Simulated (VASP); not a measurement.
# Mo (Im-3m) in VASP: relaxation of cell and atoms with PBEsol

Aim: the relaxation of cell and atoms of Mo with PBEsol.

Everything below comes from runs of VASP 6.6.1. Logs are shortened: lines on timing, memory, paths and dates and some standing lists are left out, and cuts for length are marked.

## Step 1: The cell of the first run

The structure is cubic, space group Im-3m (No. 229). The conventional cell has a = 3.147 Å, b = 3.147 Å, c = 3.147 Å, α = 90.00°, β = 90.00°, γ = 90.00°. Within 3.6 Å of Mo (site symmetry m-3m) lie 14 Mo at 2.73 to 3.15 Å.

## Step 2: Relaxation of cell and atoms, PBEsol

Contents of INCAR:

```
SYSTEM = Mo
PREC = Accurate
ENCUT = 600
EDIFF = 1E-7
ISMEAR = -1
SIGMA = 0.08
LREAL = .FALSE.
LASPH = .TRUE.
NELM = 100
ALGO = Normal
ISIF = 3
LWAVE = .FALSE.
LCHARG = .FALSE.
GGA = PS
IBRION = 2
NSW = 60
EDIFFG = -0.005
```

Contents of KPOINTS:

```
Automatic mesh
0
G
  17 17 17
  0 0 0
```

Contents of POSCAR:

```
Mo
1.0
   -1.5733879534      1.5733879534      1.5733879534
    1.5733879534     -1.5733879534      1.5733879534
    1.5733879534      1.5733879534     -1.5733879534
Mo
1
Direct
    0.0000000000      0.0000000000      0.0000000000
```

Potentials or basis: VASP PAW PBE potentials, release 64 (Mo_sv).

Run with:

```
> cat potpaw_PBE.64/Mo_sv/POTCAR > POTCAR
> mpirun -np 1 vasp_std > vasp.out
```

OUTCAR:

```text
SYSTEM = Mo
   PREC = Accurate
   ENCUT = 600
   EDIFF = 1E-7
   ISMEAR = -1
   LREAL = .FALSE.
   LASPH = .TRUE.
   NELM = 100
   ISIF = 3
   GGA = PS
   IBRION = 2
   NSW = 60
   EDIFFG = -0.005

 ion  position               nearest neighbor table
   1  0.000  0.000  0.000-

  LATTYP: Found a body centered cubic cell.
 ALAT       =     3.1467759068

  Lattice vectors:

 A1 = (  -1.5733879534,   1.5733879534,   1.5733879534)
 A2 = (   1.5733879534,  -1.5733879534,   1.5733879534)
 A3 = (   1.5733879534,   1.5733879534,  -1.5733879534)

Analysis of symmetry for initial positions (statically):
=====================================================================
 Subroutine PRICEL returns:
 Original cell was already a primitive cell.

 Routine SETGRP: Setting up the symmetry group for a
 body centered cubic supercell.

 Subroutine GETGRP returns: Found 48 space group operations
 (whereof 48 operations were pure point group operations)
 out of a pool of 48 trial point group operations.

The static configuration has the point symmetry O_h .

Analysis of symmetry for dynamics (positions and initial velocities):
=====================================================================
 Subroutine PRICEL returns:
 Original cell was already a primitive cell.

 Routine SETGRP: Setting up the symmetry group for a
 body centered cubic supercell.

 Subroutine GETGRP returns: Found 48 space group operations
 (whereof 48 operations were pure point group operations)
 out of a pool of 48 trial point group operations.

The dynamic configuration has the point symmetry O_h .

 Subroutine INISYM returns: Found 48 space group operations
 (whereof 48 operations are pure point group operations),
 and found     1 'primitive' translations

----------------------------------------------------------------------------------------

                                     Primitive cell

  volume of cell :      15.5800

  direct lattice vectors                    reciprocal lattice vectors
    -1.573387953  1.573387953  1.573387953     0.000000000  0.317785578  0.317785578
     1.573387953 -1.573387953  1.573387953     0.317785578  0.000000000  0.317785578
     1.573387953  1.573387953 -1.573387953     0.317785578  0.317785578  0.000000000

  length of vectors
     2.725187875  2.725187875  2.725187875     0.449416674  0.449416674  0.449416674

  position of ions in fractional coordinates (direct lattice)
     0.000000000  0.000000000  0.000000000

  ion indices of the primitive-cell ions
   primitive index   ion index
                 1           1
[... 94 lines left out ...]
  Fermi-wavevector in a.u.,A,eV,Ry     =   1.579774  2.985340 33.955878  2.495687
  Thomas-Fermi vector in A             =   2.680103
   LORBIT       =      0    0 simple, 1 ext, 2 COOP (PROOUT), +10 PAW based schemes
   GGA     = PS    functional components
   LHFCALC =     F    Hartree Fock is set to
   AEXX    =    0.0000 exact exchange contribution
   IVDW    =     0    specifies the selected vdW correction
   LEPSILON=     F    determine dielectric tensor
   LRPA    =     F    only Hartree local field effects (RPA)
 conjugate gradient relaxation of ions
 non-spin polarized calculation
  energy-cutoff  :      600.00
  volume of cell :       15.58
 maximum number of plane-waves:       537
 NGX is ok and might be reduce to    24
   NGX = 11   NGY = 11   NGZ = 11

--------------------------------------- Ionic step        1  -------------------------------------------

 number of electron      14.0000002 magnetization

 Free energy of the ion-electron system (eV)
  ---------------------------------------------------
  ext. energy  EPLUGINS =         0.00000000
  ---------------------------------------------------
  free energy    TOTEN  =       -11.78331641 eV

  energy without entropy =      -11.77149623  energy(sigma->0) =      -11.77740632

------------------------ aborting loop because EDIFF is reached ----------------------------------------

  FORCE on cell =-STRESS in cart. coord.  units (eV):
  Direction    XX          YY          ZZ          XY          YZ          ZX
  --------------------------------------------------------------------------------------
  -------------------------------------------------------------------------------------
  Total       -0.3775267     -0.3775267     -0.3775267      0.0000000      0.0000000     -0.0000000
  in kB      -38.8231522    -38.8231522    -38.8231522      0.0000000      0.0000000     -0.0000000
  external PRESSURE =     -38.8231522 kB  Pullay stress =       0.0000000 kB
[... 92 lines left out ...]
--------------------------------------- Ionic step        4  -------------------------------------------

 number of electron      14.0000001 magnetization

 Free energy of the ion-electron system (eV)
  ---------------------------------------------------
  ext. energy  EPLUGINS =         0.00000000
  ---------------------------------------------------
  free energy    TOTEN  =       -11.78603011 eV

  energy without entropy =      -11.77423535  energy(sigma->0) =      -11.78013273

 E-fermi :  12.7785     XC(G=0): -13.6290

 val. band max:       12.7396264969   @ k =  -0.2941   0.2941   0.2941
 cond. band min:      12.7958032238   @ k =   0.3529   0.0588   0.0588
 fundamental gap:      0.0561767269
 Fermi energy:        12.7785352005

 k-point     1 :       0.0000    0.0000    0.0000
  band No.  band energies     occupation
      1     -48.4505      2.00000
      2     -21.6961      2.00000
      3     -21.6961      2.00000
      4     -21.6961      2.00000
      5       5.4078      2.00000
      6      11.3459      2.00000
      7      11.3460      2.00000
      8      11.3460      2.00000
      9      14.4275      0.00000
     10      14.4275      0.00000
     11      27.5849      0.00000
[... 309 lines left out ...]
 k-point    24 :       0.1765    0.1765    0.0000
  band No.  band energies     occupation
      1     -48.2579      2.00000
      2     -22.6537      2.00000
      3     -22.0144      2.00000
      4     -21.7961      2.00000
      5       8.2019      2.00000
      6      10.0906      2.00000
      7      10.4487      2.00000
      8      13.5681      0.00010
      9      15.0079      0.00000
     10      15.5210      0.00000
     11      27.6557      0.00000

 [... further k-points ...]

------------------------ aborting loop because EDIFF is reached ----------------------------------------

  FORCE on cell =-STRESS in cart. coord.  units (eV):
  Direction    XX          YY          ZZ          XY          YZ          ZX
  --------------------------------------------------------------------------------------
  -------------------------------------------------------------------------------------
  Total        0.0015327      0.0015327      0.0015327     -0.0000000      0.0000000     -0.0000000
  in kB        0.1598896      0.1598896      0.1598896     -0.0000000      0.0000000     -0.0000000
  external PRESSURE =       0.1598896 kB  Pullay stress =       0.0000000 kB
[... 16 lines left out ...]
  FREE ENERGIE OF THE ION-ELECTRON SYSTEM (eV)
  ---------------------------------------------------
  free  energy   TOTEN  =       -11.7860301140 eV

  energy  without entropy=      -11.7742353491  energy(sigma->0) =      -11.78013273

 reached required accuracy - stopping structural energy minimisation
```

Run time: 38 s. Hardware: 1 thread of Intel Xeon 6975P-C, shared host; peak memory 0.17 GiB.

Results:

```yaml
Free_energy: -11.7860 eV
Relaxed_volume: 15.36 Å³/atom
Relaxed_cell: a = 2.712 Å, b = 2.712 Å, c = 2.712 Å, α = 109.47°, β = 109.47°, γ = 109.47°
Space_group_after_relaxing_to_0.05_Å: Im-3m (No. 229)
Energy_gained_by_relaxing: 2.7 meV/atom
Ionic_steps: 4
Pressure_after_relaxing: 0.0 GPa
Band_gap_on_the_k_mesh: zero (band 7 reaches 16.62 eV, above the bottom of band 8 at 11.35 eV)
```

The path:
```csv
step,energy change (eV),largest force (eV/Å),pressure (GPa),volume (Å³)
1,0.0000,0.0000,-3.88,15.58
2,0.0205,0.0000,12.51,14.74
3,-0.0027,0.0000,-0.06,15.36
4,-0.0027,0.0000,0.02,15.36
```

Final structure:
```
Mo
1.0
    -1.56590    1.56590    1.56590
     1.56590   -1.56590    1.56590
     1.56590    1.56590   -1.56590
Mo
1
Cartesian
  1.5659 1.5659 1.5659
```

Levels at points of the mesh, in eV from the Fermi level:
```
           k point  band 5  band 6  band 7  band 8  band 9  band 10
(0.00, 0.00, 0.00)   -7.37   -1.43   -1.43   -1.43    1.65     1.65
```

Caveat: the PAW data sets were made with another functional, which shifts forces and pressure a little.
